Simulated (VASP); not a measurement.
The system is Mg.

```
CELL_PARAMETERS angstrom
3.20930 0.00000 0.00000
-1.60465 2.77934 0.00000
0.00000 0.00000 5.21030
ATOMIC_POSITIONS crystal
Mg 0.33333 0.66667 0.25000
Mg 0.66667 0.33333 0.75000
```

| Property | Result |
| --- | --- |
| Program | VASP 6.6.1 |
| Task | relaxation of volume and atoms at fixed shape |
| Functional | LDA |
| Potentials or basis | VASP PAW LDA potentials, release 64 (Mg) |
| Cutoff | 600 eV |
| k mesh | 8 × 8 × 5 |
| Occupations | gaussian, width 0.05 eV |
| Spin | no spin polarisation |

At the start: pressure -2.8 GPa; volume 23.24 Å³/atom.

Question: Where does the relaxation end?

Answer: Over 3 steps the energy falls by 16.1 meV/atom and the volume is 21.49 Å³/atom (-7.5 %); space group P6_3/mmc (No. 194, to 0.1 Å) before and after.

Step by step:
```csv
step,energy change (eV),largest force (eV/Å),pressure (GPa),volume (Å³)
1,0.0000,0.0000,-2.75,46.47
2,-0.0300,0.0000,-0.80,43.84
3,-0.0322,0.0000,-0.03,42.98
```

Final structure:
```yaml
crystal:
  lattice:
    - [3.12681, 0.00000, 0.00000]
    - [-1.56341, 2.70790, 0.00000]
    - [0.00000, 0.00000, 5.07638]
  atoms:
    - { symbol: Mg, position: [0.33333, 0.66667, 0.25000] }
    - { symbol: Mg, position: [0.66667, 0.33333, 0.75000] }
```
